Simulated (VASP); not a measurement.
## V2SiN2: relaxation of cell and atoms with PBE

The system is V2SiN2.

```xyz
5
Lattice="4.1005 0.0000 0.0000 -2.0502 3.5511 0.0000 0.0000 0.0000 3.8509" Properties=species:S:1:pos:R:3 pbc="T T T"
V     0.0000    2.3674    0.0000
V     2.0502    1.1837    1.9254
Si    0.0000    0.0000    1.9254
N     0.0000    2.3674    1.9254
N     2.0502    1.1837    0.0000
```

```yaml
Program: VASP 6.6.1
Task: relaxation of cell and atoms
Functional: PBE
Potentials_or_basis: VASP PAW PBE potentials, release 64 (V_sv, Si, N)
Cutoff: 600 eV
k_mesh: 12 × 12 × 10
Occupations: gaussian, width 0.1 eV
Spin: no spin polarisation
Dipole_correction: no
Further_INCAR_settings: ALGO = Normal; EDIFF = 1e-06; IBRION = 2; EDIFFG = -0.01; NSW = 100; ISIF = 3
```

The relaxed volume is 11.28 Å³/atom. The relaxed cell is a = 4.116 Å, b = 4.116 Å, c = 3.844 Å, α = 90.00°, β = 90.00°, γ = 120.00° and the space group after relaxing (to 0.05 Å) is P-6m2 (No. 187). The energy gained by relaxing is 0.3 meV/atom and the ionic steps are 2. The pressure after relaxing is 0.0 GPa. The band gap on the k mesh is zero (band 20 reaches 9.71 eV, above the bottom of band 21 at 8.51 eV).

Step by step:
| step | energy change (eV) | largest force (eV/Å) | pressure (GPa) | volume (Å³) |
| --- | --- | --- | --- | --- |
| 1 | 0.0000 | 0.0000 | 0.55 | 56.07 |
| 2 | -0.0016 | 0.0000 | -0.02 | 56.39 |

Final structure:
```
V Si N
1.0
     4.11585    0.00000    0.00000
    -2.05792    3.56443    0.00000
     0.00000    0.00000    3.84351
V Si N
2 1 2
Direct
  0.33333 0.66667 0.00000
  0.66667 0.33333 0.50000
  0.00000 0.00000 0.50000
  0.33333 0.66667 0.50000
  0.66667 0.33333 0.00000
```

Levels at points of the mesh, in eV from the Fermi level:
| k point | band 18 | band 19 | band 20 | band 21 | band 22 | band 23 |
| --- | --- | --- | --- | --- | --- | --- |
| (0.00, 0.00, 0.00) | -1.09 | -1.09 | 0.44 | 0.44 | 0.71 | 0.71 |
| (0.50, 0.00, 0.00) | -1.64 | -1.29 | -0.88 | 0.14 | 0.70 | 0.77 |
| (0.00, 0.00, 0.50) | -1.95 | -0.45 | -0.45 | 0.71 | 0.71 | 1.85 |
| (0.50, 0.00, 0.50) | -1.31 | -0.94 | -0.06 | 0.58 | 1.45 | 1.51 |

Wall time 5.5 min on 1 thread of Intel(R) Xeon(R) Platinum 8259CL CPU @ 2.50GHz (Skylake/Cascade Lake) (shared host), peak memory 0.32 GiB.

Caveat: the run has no spin polarisation, though such a crystal can be magnetic. With open d or f shells a metallic result of PBE can be an artefact of self-interaction; +U or a hybrid may open a gap.
